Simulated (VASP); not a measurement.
Set up this calculation in VASP 6.6.1, as the native input.

* Task: relaxation of shape and atoms at fixed volume
* Functional: PBE
* Potentials or basis: VASP PAW PBE potentials, release 64 (Al, N)
* Cutoff: 600 eV
* k mesh: 9 × 9 × 6
* Occupations: gaussian, width 0.02 eV
* Spin: no spin polarisation
* Dipole correction: no
* Further INCAR settings: ALGO = Normal; EDIFF = 1e-06; IBRION = 2; EDIFFG = -0.01; NSW = 50; ISIF = 4

The structure of AlN lies in POSCAR:

```
AlN
1.0
    3.0378193142      0.0000000000      0.0000000000
   -1.5189096571      2.6308286982      0.0000000000
    0.0000000000      0.0000000000      4.8484348549
Al N
2 2
Direct
    0.3333333333      0.6666666667     -0.0014092446
    0.6666666667      0.3333333333      0.4985907554
    0.3333333333      0.6666666667      0.3814092446
    0.6666666667      0.3333333333      0.8814092446
```

This cell differs from its parent crystal: volume scaled by 0.91.

The input as run:

INCAR

```
SYSTEM = AlN
  ALGO = Normal
  EDIFF = 1E-6
  EDIFFG = -0.01
  ENCUT = 600
  GGA = PE
  IBRION = 2
  ISIF = 4
  ISMEAR = 0
  LASPH = .True.
  LCHARG = .False.
  LREAL = .False.
  LWAVE = .False.
  NELM = 60
  NSW = 50
  PREC = Accurate
  SIGMA = 0.02
```

KPOINTS

```
k-points
0
Gamma
  9 9 6
  0 0 0
```

Potentials or basis: VASP PAW PBE potentials, release 64 (Al, N).

Run with:

```bash
$ cat potpaw_PBE.64/Al/POTCAR potpaw_PBE.64/N/POTCAR > POTCAR
$ mpirun -np 1 vasp_std > vasp.out
```

Results of the run:

- Energy gained by relaxing: 0.1 meV/atom
- Ionic steps: 6
- Pressure after relaxing: 21.4 GPa
- Band gap on the k mesh: 4.84 eV, direct

Wall time 71 s on 1 thread of AMD EPYC 7R43 64-Core Processor (Zen 3), on a shared host, peak memory 0.13 GiB.
